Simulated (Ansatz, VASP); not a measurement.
**Al3GaN4 in VASP and in Ansatz**

```
Al Ga N
1.0
     4.84366    0.00000    0.00000
     0.00000    4.84366    0.00000
     0.00000    0.00000    4.03767
Al Ga N
3 1 4
Direct
  0.50000 0.50000 0.00000
  0.50000 0.00000 0.50000
  0.00000 0.50000 0.50000
  0.00000 0.00000 0.00000
  0.74471 0.74471 0.25529
  0.74471 0.25529 0.74471
  0.25529 0.74471 0.74471
  0.25529 0.25529 0.25529
```

Alike in both runs: task single point; functional PBEsol; k mesh 6 × 6 × 6; occupations gaussian, width 0.05 eV; no spin polarisation.

|  | VASP | Ansatz |
| --- | --- | --- |
| version | VASP 6.6.1 | Ansatz 0.2.0 |
| potentials or method | VASP PAW PBE potentials, release 64 (Al, Ga_d, N), cutoff 520 eV | scalar-relativistic, plane waves, PAW |
| valence electrons in the cell | 42 | 42 |

```csv
,VASP,Ansatz,Ansatz less VASP
gap on the k mesh at the Fermi level (eV),2.12,2.11,-0.009
least direct gap on the mesh (eV),2.12,2.11,-0.009
pressure (GPa),-18.4,-18.3,+0.09
"traceless stress, the component that is largest in VASP (GPa)",10.98,10.95,-0.026
rms of the force components (eV/Å),0.061,0.061,+0.0003
```

VASP's potentials were made for PBE, not for PBEsol. Atom by atom the forces differ by 0.002 eV/Å (rms over components). The functional is the same, so the differences come from potentials, cutoffs and numerics.
